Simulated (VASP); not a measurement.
**BaZrO3: single point with LDA**

Crystal: BaZrO3.

```xyz
5
Lattice="4.1474 0.0000 0.0000 0.0000 4.1474 0.0000 0.0000 0.0000 4.1474" Properties=species:S:1:pos:R:3 pbc="T T T"
Ba    0.0000    0.0000    0.0000
Zr    2.0737    2.0737    2.0737
O     0.0000    2.0737    2.0737
O     2.0737    0.0000    2.0737
O     2.0737    2.0737    0.0000
```

```yaml
Program: VASP 6.6.1
Task: single point
Functional: LDA
Potentials_or_basis: VASP PAW LDA potentials, release 64 (Ba_sv, Zr_sv, O)
Cutoff: 520 eV
k_mesh: 8 × 8 × 8
Occupations: fermi-dirac, width 0.05 eV
Spin: no spin polarisation
```

The pressure is 1.5 GPa and the band gap on the k mesh is 3.13 eV, indirect (least direct gap 3.31 eV).

Levels at points of the mesh, in eV from the valence-band top:
```tsv
k point	band 17	band 18	band 19	band 20	band 21	band 22	band 23	band 24
(0.00, 0.00, 0.00)	-1.05	-0.18	-0.18	-0.18	3.13	3.13	3.13	4.55
(0.50, 0.00, 0.00)	-1.81	-1.81	-0.40	-0.40	3.62	5.86	5.86	6.45
(0.50, 0.50, 0.00)	-0.93	-0.93	-0.70	-0.08	5.83	5.83	6.57	6.66
(0.50, 0.50, 0.50)	-2.57	0.00	0.00	0.00	6.03	6.03	6.03	7.25
```

Run time: 19 s on 1 thread of Intel(R) Xeon(R) 6975P-C (Granite Rapids) (shared host), peak memory 0.2 GiB.

Caveat: spin-orbit coupling is left out, which moves the levels of the heavy elements. A k mesh can miss the band edges.
